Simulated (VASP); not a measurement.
AlNi: single point with PBEsol

AlNi:

```
CELL_PARAMETERS angstrom
1.93869 -1.95319 0.00000
1.93869 1.95319 0.00000
0.00000 0.00000 3.09943
ATOMIC_POSITIONS crystal
Al 0.00000 0.00000 0.00000
Ni 0.50000 0.50000 0.50000
```

```
Program             : VASP 6.6.1
Task                : single point
Functional          : PBEsol
Potentials or basis : VASP PAW PBE potentials, release 64 (Al, Ni)
Cutoff              : 520 eV
k mesh              : 8 × 8 × 8
Occupations         : gaussian, width 0.1 eV
Spin                : no spin polarisation
```

| Item | Value |
| --- | --- |
| Pressure | 0.2 GPa |

Stress tensor (GPa, compression positive):
```
 2.95  0.00  0.00
 0.00  1.29  0.00
 0.00  0.00 -3.80
```

Levels at points of the mesh, in eV from the Fermi level:
| k point | band 3 | band 4 | band 5 | band 6 | band 7 | band 8 | band 9 | band 10 | band 11 | band 12 |
| --- | --- | --- | --- | --- | --- | --- | --- | --- | --- | --- |
| (0.00, 0.00, 0.00) | -3.34 | -1.72 | -1.70 | -1.41 | 2.90 | 7.00 | 7.04 | 7.14 | 8.62 | 14.58 |
| (0.50, 0.00, 0.00) | -2.86 | -2.81 | -2.13 | -1.58 | -0.41 | 7.74 | 7.90 | 9.35 | 11.58 | 12.69 |
| (0.50, 0.50, 0.00) | -2.50 | -2.50 | -2.47 | -2.35 | -0.91 | 2.17 | 3.26 | 10.76 | 13.48 | 13.61 |
| (0.00, 0.00, 0.50) | -3.03 | -2.15 | -2.13 | -1.36 | -1.30 | 8.38 | 11.14 | 11.18 | 11.48 | 11.49 |
| (0.50, 0.00, 0.50) | -3.48 | -2.90 | -2.05 | -1.96 | -1.28 | 1.25 | 2.16 | 13.58 | 15.54 | 16.08 |
| (0.50, 0.50, 0.50) | -4.18 | -1.24 | -0.90 | 1.79 | 2.03 | 2.15 | 3.93 | 4.03 | 4.12 | 5.35 |

Run time: 16 s on 1 thread of Intel(R) Xeon(R) Platinum 8559C (Emerald Rapids) (shared host), peak memory 0.15 GiB.

Caveat: the PAW data sets were made with another functional, which shifts forces and pressure a little. Spin polarisation is off, so any magnetic state and its effect on volume and gap are missing.
